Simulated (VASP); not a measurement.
# AlSn (P-6m2) in VASP: further runs

Aim: see how the results for AlSn move with the level of theory and the settings. Levels: r2SCAN, PBE. Tasks: single point.

Everything below comes from runs of VASP 6.6.1. Logs are shortened: lines on timing, memory, paths and dates and some standing lists are left out, and cuts for length are marked.

**1. The cell of the first run**

Symmetry: P-6m2, No. 187, hexagonal system. Conventional cell: a = 4.267 Å, b = 4.267 Å, c = 3.361 Å, α = 90.00°, β = 90.00°, γ = 120.00°. Al (site symmetry -6m2) has 6 Sn at 2.98 Å and 2 Al at 3.36 Å within 3.9 Å. Sn (site symmetry -6m2) has 6 Al at 2.98 Å and 2 Sn at 3.36 Å within 3.9 Å.

**2. Single point, r2SCAN**

Contents of POSCAR:

```
AlSn
1.0
    4.2669392533      0.0000000000      0.0000000000
   -2.1334696266      3.6952777898      0.0000000000
    0.0000000000      0.0000000000      3.3610672433
Al Sn
1 1
Direct
    0.0000000000      0.0000000000      0.0000000000
    0.3333333333      0.6666666667      0.5000000000
```

Contents of INCAR.step1:

```
SYSTEM = AlSn
ALGO     = Normal         ! electronic algorithm
EDIFF    = 1E-5           ! SCF threshold, eV
ENCUT    = 550            ! plane-wave cutoff, eV
GGA      = PE             ! functional
GGA_COMPAT= .FALSE.      
ISMEAR   = 0              ! smearing method
ISYM     = 0            
LASPH    = .TRUE.         ! aspherical terms in the spheres
LCHARG   = .FALSE.        ! write CHGCAR
LREAL    = .FALSE.        ! projectors in reciprocal space
LWAVE    = .TRUE.         ! write WAVECAR
NBANDS   = 16             ! bands
NELM     = 120            ! most SCF steps
PREC     = Accurate       ! precision mode
SIGMA    = 0.1            ! smearing width, eV
```

Contents of INCAR.step2:

```
SYSTEM = AlSn
ALGO     = Normal         ! electronic algorithm
EDIFF    = 1E-6           ! SCF threshold, eV
ENCUT    = 550            ! plane-wave cutoff, eV
GGA_COMPAT= .FALSE.      
ISIF     = 2              ! what is computed and relaxed
ISMEAR   = 0              ! smearing method
ISTART   = 1            
ISYM     = 0            
LASPH    = .TRUE.         ! aspherical terms in the spheres
LCHARG   = .TRUE.         ! write CHGCAR
LELF     = .TRUE.         ! ELF
LMIXTAU  = .TRUE.       
LREAL    = .FALSE.        ! projectors in reciprocal space
LVHAR    = .TRUE.       
LWAVE    = .FALSE.        ! write WAVECAR
METAGGA  = R2SCAN         ! meta-GGA
NBANDS   = 16             ! bands
NELM     = 120            ! most SCF steps
PREC     = Accurate       ! precision mode
SIGMA    = 0.1            ! smearing width, eV
```

Contents of KPOINTS:

```
Automatic mesh
0
Gamma
  3 3 2
  0.25 0.25 0.25
```

Potentials or basis: VASP PAW PBE potentials, release 64 (Al, Sn_d).

Started as:

```console
> cat potpaw_PBE.64/Al/POTCAR potpaw_PBE.64/Sn_d/POTCAR > POTCAR
> cp INCAR.step1 INCAR
> mpirun -np 1 vasp_std > vasp.out
> cp INCAR.step2 INCAR
> mpirun -np 1 vasp_std > vasp.out
```

OUTCAR:

```text
SYSTEM = AlSn
   EDIFF = 1E-6
   ENCUT = 550
   ISIF = 2
   ISMEAR = 0
   ISTART = 1
   ISYM = 0
   LASPH = .TRUE.
   LREAL = .FALSE.
   METAGGA = R2SCAN
   NELM = 120
   PREC = Accurate

 ion  position               nearest neighbor table
   1  0.000  0.000  0.000-   2 2.98   2 2.98   2 2.98   2 2.98   2 2.98   2 2.98
   2  0.333  0.667  0.500-   1 2.98   1 2.98   1 2.98   1 2.98   1 2.98   1 2.98

IMPORTANT INFORMATION: All symmetrisations will be switched off!
NOSYMM: (Re-)initialisation of all symmetry stuff for point group C_1.

----------------------------------------------------------------------------------------

                                     Primitive cell

  volume of cell :      52.9957

  direct lattice vectors                    reciprocal lattice vectors
     4.266939253  0.000000000  0.000000000     0.234360027  0.135307825  0.000000000
    -2.133469627  3.695277790  0.000000000     0.000000000  0.270615650  0.000000000
     0.000000000  0.000000000  3.361067243     0.000000000  0.000000000  0.297524544

  length of vectors
     4.266939253  4.266939253  3.361067243     0.270615650  0.270615650  0.297524544

  position of ions in fractional coordinates (direct lattice)
     0.000000000  0.000000000  0.000000000
     0.333333333  0.666666667  0.500000000

  ion indices of the primitive-cell ions
   primitive index   ion index
                 1           1
                 2           2

----------------------------------------------------------------------------------------

 KPOINTS: Automatic mesh

Automatic generation of k-mesh.
 Grid dimensions read from file:
 generate k-points for:    3    3    2

 Generating k-lattice:

  Cartesian coordinates                     Fractional coordinates (reciprocal lattice)
     0.078120009  0.045102608  0.000000000     0.333333333 -0.000000000  0.000000000
     0.000000000  0.090205217  0.000000000     0.000000000  0.333333333  0.000000000
     0.000000000  0.000000000  0.148762272     0.000000000  0.000000000  0.500000000

  Length of vectors
     0.090205217  0.090205217  0.148762272

  Shift w.r.t. Gamma in fractional coordinates (k-lattice)
     0.250000000  0.250000000  0.250000000

 Subroutine IBZKPT returns following result:
 ===========================================

 Found    108 irreducible k-points:

 Following reciprocal coordinates:
            Coordinates               Weight
  0.083333  0.083333  0.125000      2.000000
 -0.083333  0.166667  0.125000      2.000000
 -0.166667  0.083333  0.125000      2.000000
 -0.083333 -0.083333  0.125000      2.000000
  0.083333 -0.166667  0.125000      2.000000
  0.166667 -0.083333  0.125000      2.000000
[... 16 lines left out ...]
  0.083333  0.166667  0.125000      2.000000
 -0.166667  0.250000  0.125000      2.000000
 [... further k-points ...]
   k-points           NKPTS =    108   k-points in BZ     NKDIM =    108   number of bands    NBANDS=     16
   number of dos      NEDOS =    301   number of ions     NIONS =      2
   total plane-waves  NPLWV =  36288
   dimension x,y,z NGX =    36 NGY =   36 NGZ =   28
   dimension x,y,z NGXF=    72 NGYF=   72 NGZF=   56
   ions per type =               1   1
   NGX,Y,Z   is equivalent  to a cutoff of  14.03, 14.03, 13.85 a.u.
   NGXF,Y,Z  is equivalent  to a cutoff of  28.05, 28.05, 27.70 a.u.
 SYSTEM =  AlSn
   PREC   = accura    normal or accurate (medium, high low for compatibility)
   ISTART =      1    job   : 0-new  1-cont  2-samecut
   ICHARG =      0    charge: 1-file 2-atom 10-const
   ISPIN  =      1    spin polarized calculation?
   LNONCOLLINEAR =      F non collinear calculations
   LSORBIT =      F    spin-orbit coupling
   LASPH  =      T    aspherical Exc in radial PAW
   ENCUT  =  550.0 eV  40.42 Ry    6.36 a.u.   8.16  8.16  6.43*2*pi/ulx,y,z
   NELM   =    120;   NELMIN=  2; NELMDL=  0     # of ELM steps
   EDIFF  = 0.1E-05   stopping-criterion for ELM
   LREAL  =      F    real-space projection
   EDIFFG = 0.1E-04   stopping-criterion for IOM
   NSW    =      0    number of steps for IOM
   IBRION =     -1    ionic relax: 0-MD 1-quasi-New 2-CG
   NFREE  =      0    steps in history (QN), initial steepest desc. (CG)
   ISIF   =      2    stress and relaxation
   ISYM   =      0    0-nonsym 1-usesym 2-fastsym
   POTIM  = 0.5000    time-step for ionic-motion
   TEBEG  =    0.0;   TEEND  =   0.0 temperature during run
   PSTRESS=    0.0 pullay stress
   NELECT =      17.0000    total number of electrons
   NUPDOWN=      -1.0000    fix difference up-down
   EMIN   =  10.00;   EMAX   =-10.00  energy-range for DOS
   EFERMI =   0.00;   METHOD = LEGACY
   ISMEAR =     0;   SIGMA  =   0.10  broadening in eV -4-tet -1-fermi 0-gaus
   EFERMI_NEDOS =   21; number of points for ismear=-14 and -15
   IALGO  =     38    algorithm
   IMIX   =      4    mixing-type and parameters
     AMIX     =   0.40;   BMIX     =  1.00
     AMIX_MAG =   1.60;   BMIX_MAG =  1.00
  volume/ion in A,a.u.               =      26.50       178.82
  Fermi-wavevector in a.u.,A,eV,Ry     =   1.120670  2.117758 17.087559  1.255900
  Thomas-Fermi vector in A             =   2.257318
   LORBIT       =      0    0 simple, 1 ext, 2 COOP (PROOUT), +10 PAW based schemes
   METAGGA = R2SCAN    functional components
   LHFCALC =     F    Hartree Fock is set to
   AEXX    =    0.0000 exact exchange contribution
   IVDW    =     0    specifies the selected vdW correction
   LEPSILON=     F    determine dielectric tensor
   LRPA    =     F    only Hartree local field effects (RPA)
 non-spin polarized calculation
 Gauss-broadening in eV      SIGMA  =   0.10
  energy-cutoff  :      550.00
  volume of cell :       53.00
 maximum number of plane-waves:      1558
 NGX is ok and might be reduce to    36
   NGX = 17   NGY = 17   NGZ = 13

 number of electron      17.0000006 magnetization

 Free energy of the ion-electron system (eV)
  ---------------------------------------------------
  ext. energy  EPLUGINS =         0.00000000
  ---------------------------------------------------
  free energy    TOTEN  =       -30.99151637 eV

  energy without entropy =      -30.98206310  energy(sigma->0) =      -30.98678974

 E-fermi :   5.6465     XC(G=0): -10.0716

 val. band max:        5.6261182186   @ k =   0.5000   0.2500  -0.3750
 cond. band min:       6.2822647706   @ k =   0.2500  -0.4167  -0.3750
 fundamental gap:      0.6561465520
 Fermi energy:         5.6465224844

 k-point     1 :       0.0833    0.0833    0.1250
  band No.  band energies     occupation
      1     -16.2100      2.00000
      2     -16.1187      2.00000
      3     -16.1178      2.00000
      4     -16.0827      2.00000
      5     -16.0790      2.00000
      6      -4.3944      2.00000
[... 8 lines left out ...]
     15      14.8885      0.00000
     16      16.1570      0.00000

 k-point     2 :      -0.0833    0.1667    0.1250
  band No.  band energies     occupation
      1     -16.2100      2.00000
      2     -16.1187      2.00000
      3     -16.1178      2.00000
      4     -16.0827      2.00000
      5     -16.0790      2.00000
      6      -4.3944      2.00000
[... 8 lines left out ...]
     15      14.8885      0.00000
     16      16.1570      0.00000

 k-point     3 :      -0.1667    0.0833    0.1250
  band No.  band energies     occupation
      1     -16.2100      2.00000
      2     -16.1187      2.00000
      3     -16.1178      2.00000
      4     -16.0827      2.00000
      5     -16.0790      2.00000
      6      -4.3944      2.00000
[... 8 lines left out ...]
     15      14.8885      0.00000
     16      16.1570      0.00000

 k-point     4 :      -0.0833   -0.0833    0.1250
  band No.  band energies     occupation
      1     -16.2100      2.00000
      2     -16.1187      2.00000
      3     -16.1178      2.00000
      4     -16.0827      2.00000
      5     -16.0790      2.00000
      6      -4.3944      2.00000
[... 8 lines left out ...]
     15      14.8885      0.00000
     16      16.1570      0.00000

 k-point     5 :       0.0833   -0.1667    0.1250
  band No.  band energies     occupation
      1     -16.2100      2.00000
      2     -16.1187      2.00000
      3     -16.1178      2.00000
      4     -16.0827      2.00000
      5     -16.0790      2.00000
      6      -4.3944      2.00000
[... 8 lines left out ...]
     15      14.8885      0.00000
     16      16.1570      0.00000

 k-point     6 :       0.1667   -0.0833    0.1250
  band No.  band energies     occupation
      1     -16.2100      2.00000
      2     -16.1187      2.00000
      3     -16.1178      2.00000
      4     -16.0827      2.00000
      5     -16.0790      2.00000
      6      -4.3944      2.00000
[... 8 lines left out ...]
     15      14.8885      0.00000
     16      16.1570      0.00000
[... 267 lines left out ...]
 k-point    21 :       0.1667   -0.2500    0.1250
  band No.  band energies     occupation
      1     -16.2083      2.00000
      2     -16.1201      2.00000
      3     -16.1182      2.00000
      4     -16.0829      2.00000
      5     -16.0753      2.00000
      6      -4.1100      2.00000
[... 8 lines left out ...]
     15      15.6794      0.00000
     16      15.8223      0.00000

 k-point    22 :       0.2500   -0.0833    0.1250
  band No.  band energies     occupation
      1     -16.2083      2.00000
      2     -16.1201      2.00000
      3     -16.1182      2.00000
      4     -16.0829      2.00000
      5     -16.0753      2.00000
      6      -4.1100      2.00000
[... 8 lines left out ...]
     15      15.6794      0.00000
     16      15.8223      0.00000

 k-point    23 :       0.0833    0.1667    0.1250
  band No.  band energies     occupation
      1     -16.2083      2.00000
      2     -16.1201      2.00000
      3     -16.1182      2.00000
      4     -16.0829      2.00000
      5     -16.0753      2.00000
      6      -4.1100      2.00000
[... 8 lines left out ...]
     15      15.6794      0.00000
     16      15.8223      0.00000

 k-point    24 :      -0.1667    0.2500    0.1250
  band No.  band energies     occupation
      1     -16.2083      2.00000
      2     -16.1201      2.00000
      3     -16.1182      2.00000
      4     -16.0829      2.00000
      5     -16.0753      2.00000
      6      -4.1100      2.00000
[... 8 lines left out ...]
     15      15.6794      0.00000
     16      15.8223      0.00000

 [... further k-points ...]

------------------------ aborting loop because EDIFF is reached ----------------------------------------

  FORCE on cell =-STRESS in cart. coord.  units (eV):
  Direction    XX          YY          ZZ          XY          YZ          ZX
  --------------------------------------------------------------------------------------
  -------------------------------------------------------------------------------------
  Total       -0.2593531     -0.2593757     -4.0791407     -0.0000198     -0.0000001     -0.0000001
  in kB       -7.8408165     -7.8414994   -123.3214186     -0.0005983     -0.0000024     -0.0000023
  external PRESSURE =     -46.3345781 kB  Pullay stress =       0.0000000 kB

 VOLUME and BASIS-vectors are now :
 -----------------------------------------------------------------------------
  energy-cutoff  :      550.00
  volume of cell :       53.00
      direct lattice vectors                 reciprocal lattice vectors
     4.266939253  0.000000000  0.000000000     0.234360027  0.135307825  0.000000000
    -2.133469627  3.695277790  0.000000000     0.000000000  0.270615650  0.000000000
     0.000000000  0.000000000  3.361067243     0.000000000  0.000000000  0.297524544

 POSITION                                       TOTAL-FORCE (eV/Angst)
 -----------------------------------------------------------------------------------
      0.00000      0.00000      0.00000         0.000001     -0.000000     -0.000000
     -0.00000      2.46352      1.68053        -0.000001      0.000000      0.000000
 -----------------------------------------------------------------------------------
    total drift:                               -0.000003      0.000001      0.000000

  FREE ENERGIE OF THE ION-ELECTRON SYSTEM (eV)
  ---------------------------------------------------
  free  energy   TOTEN  =       -30.9915163695 eV

  energy  without entropy=      -30.9820631015  energy(sigma->0) =      -30.98678974
```

Wall time 11 min (1 thread of AMD EPYC 7R13, shared host); peak memory 0.23 GiB.

What came out:

```yaml
Free_energy: -30.9915 eV
Pressure: -4.6 GPa
```

Levels at points of the mesh, in eV from the Fermi level:
```csv
k point,band 5,band 6,band 7,band 8,band 9,band 10,band 11,band 12
"(0.08, 0.08, 0.12)",-21.73,-10.04,-1.84,-0.40,0.87,2.70,3.59,4.87
```

Caveat: the k points lie up to 0.93 Å⁻¹ apart; the PAW data sets were made with another functional, which shifts forces and pressure a little; spin-orbit coupling is left out, which moves the levels of the heavy elements.

**3. Single point, PBE**

This run uses another cell than the first one, of 25.24 Å³/atom, 0.952 times its volume.

Contents of INCAR:

```
ALGO     = Normal         # electronic algorithm
EDIFF    = 1E-6           # SCF threshold, eV
ENCUT    = 500            # plane-wave cutoff, eV
GGA      = PE             # functional
GGA_COMPAT= F            
ISIF     = 2              # what is computed and relaxed
ISMEAR   = -5             # smearing method
LASPH    = T              # aspherical terms in the spheres
LCHARG   = F              # write CHGCAR
LREAL    = F              # projectors in reciprocal space
LWAVE    = F              # write WAVECAR
NBANDS   = 16             # bands
NELM     = 120            # most SCF steps
PREC     = Accurate       # precision mode
SIGMA    = 0.1            # smearing width, eV
```

Contents of KPOINTS:

```
k-points
0
Gamma
  6 6 4
```

Contents of POSCAR:

```
AlSn
1.0
    4.1981056157      0.0000000000      0.0000000000
   -2.0990528078      3.6356661109      0.0000000000
    0.0000000000      0.0000000000      3.3068470000
Al Sn
1 1
Direct
    0.0000000000      0.0000000000      0.0000000000
    0.3333333333      0.6666666667      0.5000000000
```

Potentials or basis: VASP PAW PBE potentials, release 64 (Al, Sn_d).

Started as:

```console
> cat potpaw_PBE.64/Al/POTCAR potpaw_PBE.64/Sn_d/POTCAR > POTCAR
> mpirun -np 1 vasp_std > vasp.out
```

Run time: 26 s. Hardware: 1 thread of AMD EPYC 7R13, shared host; peak memory 0.14 GiB.

Results (log left out):

| Item | Value |
| --- | --- |
| Free energy | -7.2434 eV |
| Pressure | 0.9 GPa |

Stress tensor (GPa, compression positive):
```
-1.47  0.00  0.00
 0.00 -1.47  0.00
 0.00  0.00  5.67
```

Levels at points of the mesh, in eV from the Fermi level:
```tsv
k point	band 6	band 7	band 8	band 9	band 10	band 11
(0.00, 0.00, 0.00)	-10.48	-0.25	-0.25	0.67	2.57	3.08
(0.50, 0.00, 0.00)	-8.64	-6.37	-1.87	0.55	4.41	6.46
(0.00, 0.00, 0.50)	-7.46	-6.23	2.68	2.68	3.55	3.55
(0.50, 0.00, 0.50)	-5.75	-4.23	-3.21	-2.37	1.15	2.35
```

Caveat: the k points lie up to 0.48 Å⁻¹ apart; spin-orbit coupling is left out, which moves the levels of the heavy elements; tetrahedron occupations give inexact forces and stress in metals.

**4. Single point, PBE**

This run uses another cell than the first one, of 25.24 Å³/atom, 0.952 times its volume.

Contents of INCAR:

```
SYSTEM = AlSn
ALGO = Normal ; EDIFF = 1E-6
ENCUT = 500 ; GGA = PE
GGA_COMPAT = .FALSE. ; ISIF = 2
ISMEAR = 0 ; LASPH = .TRUE.
LCHARG = .FALSE. ; LREAL = .FALSE.
LWAVE = .FALSE. ; NBANDS = 16
NELM = 120 ; PREC = Accurate
SIGMA = 0.1
```

Contents of KPOINTS:

```
k-points
0
G
  6 6 4
  0 0 0
```

POSCAR is that of step 3.

Started as:

```console
> cat potpaw_PBE.64/Al/POTCAR potpaw_PBE.64/Sn_d/POTCAR > POTCAR
> mpirun -np 1 vasp_std > vasp.out
```

Run time: 19 s. Hardware: 1 thread of Intel Xeon Platinum 8375C at 2.90GHz (Ice Lake), shared host; peak memory 0.16 GiB.

Results (log left out):

* Free energy: -7.1752 eV
* Pressure: 1.1 GPa

Stress tensor (GPa, compression positive):
```
-2.44  0.00  0.00
 0.00 -2.44  0.00
 0.00  0.00  8.21
```

Levels at points of the mesh, in eV from the Fermi level:
```
           k point  band 6  band 7  band 8  band 9  band 10  band 11
(0.00, 0.00, 0.00)  -10.24   -0.01   -0.01    0.91     2.82     3.32
(0.50, 0.00, 0.00)   -8.40   -6.13   -1.62    0.79     4.65     6.70
(0.00, 0.00, 0.50)   -7.22   -5.98    2.92    2.92     3.80     3.80
(0.50, 0.00, 0.50)   -5.52   -3.98   -2.98   -2.12     1.39     2.60
```

Caveat: the k points lie up to 0.48 Å⁻¹ apart; spin-orbit coupling is left out, which moves the levels of the heavy elements.

**5. The runs side by side**

| level | cell | k mesh | cutoff (eV) | smearing | gap on the mesh (eV) | pressure (GPa) |
| --- | --- | --- | --- | --- | --- | --- |
| r2SCAN | a = 4.267, b = 4.267, c = 3.361 Å, angles 90.0, 90.0, 120.0°, 2 atoms | 3 × 3 × 2, shifted | 550 | gaussian 0.1 eV | none | -4.6 |
| PBE | a = 4.198, b = 4.198, c = 3.307 Å, angles 90.0, 90.0, 120.0°, 2 atoms | 6 × 6 × 4 | 500 | tetrahedron | none | 0.9 |
| PBE | a = 4.198, b = 4.198, c = 3.307 Å, angles 90.0, 90.0, 120.0°, 2 atoms | 6 × 6 × 4 | 500 | gaussian 0.1 eV | none | 1.1 |

Alike in all rows: task single point; potentials or basis VASP PAW PBE potentials, release 64 (Al, Sn_d); no spin polarisation.

Caveats: all runs use coarse meshes; spin-orbit coupling is left out, which moves the levels of the heavy elements; the PAW data sets were made with another functional, which shifts forces and pressure a little (some runs); tetrahedron occupations give inexact forces and stress in metals (some runs).

Absolute energies hang on the potentials; compare differences alone.
